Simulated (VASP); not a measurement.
Wanted: the native input for a VASP 6.6.1 run.

```yaml
Task: single point
Functional: PBE
Potentials_or_basis: VASP PAW PBE potentials, release 64 (Al, N, C)
Cutoff: 520 eV
k_mesh: 9 × 6 × 1
Occupations: gaussian, width 0.05 eV
Spin: collinear spin
Starting_moments: "[0.0, 0.0, 0.0, 0.0, 0.0, 0.0, 0.0, 0.0, 2.0] μB"
Dipole_correction: yes
Further_INCAR_settings: ALGO = Normal; EDIFF = 1e-06; NBANDS = 32
```

The structure of Al4CN4 lies in POSCAR:

```
Al4CN4
1.0
    3.1297683445      0.0000000000      0.0000000000
    0.0000000000      5.0173032419      0.0000000000
    0.0000000000      0.0000000000     19.0620320396
Al N C
4 4 1
Direct
    0.0000000000      0.9982714950      0.2098412169
    0.5000000000      0.4982714950      0.2572383830
    0.5000000000      0.9915197257      0.3577010219
    0.0000000000      0.4624332462      0.3868097530
    0.0000000000      0.6167285050      0.2098412169
    0.5000000000      0.1167285050      0.2572383830
    0.5000000000      0.6143669392      0.3564124135
    0.0000000000      0.1112303975      0.3967065014
    0.1666666667      0.6112303975      0.4891993169
```

These files were run (other wordings do the same):

INCAR

```
SYSTEM = Al4CN4
ALGO = Normal
DIPOL = 0.5 0.5 0.325
EDIFF = 1E-6
ENCUT = 520
GGA = PE
IDIPOL = 3
ISIF = 2
ISMEAR = 0
ISPIN = 2
LASPH = .True.
LCHARG = .False.
LDIPOL = .True.
LORBIT = 11
LREAL = .False.
LWAVE = .False.
MAGMOM = 0 0 0 0 0 0 0 0 2
NBANDS = 32
NELM = 150
PREC = Accurate
SIGMA = 0.05
```

KPOINTS

```
k-points
0
Gamma
  9 6 1
  0 0 0
```

Potentials or basis: VASP PAW PBE potentials, release 64 (Al, N, C).

Command:

```sh
$ cat potpaw_PBE.64/Al/POTCAR potpaw_PBE.64/N/POTCAR potpaw_PBE.64/C/POTCAR > POTCAR
$ mpirun -np 1 vasp_std > vasp.out
```

Results of the run:

The largest force is 2.783 eV/Å, the band gap on the k mesh is zero (filled and empty bands overlap) and the net moment is 2.00 μB per cell. The site moments are Al +0.00, +0.01, +0.02 (each value once); N -0.00, -0.01, +0.06, -0.04; C +0.96 μB and the valence electrons inside the program's atomic spheres are Al 0.75, 0.79, 0.81, 0.86; N 3.72, 3.80, 3.86, 3.81; C 2.05.

Run time: 12 min on 1 thread of AMD EPYC 9R45 96-Core Processor (Zen 5), on a shared host, peak memory 0.69 GiB.
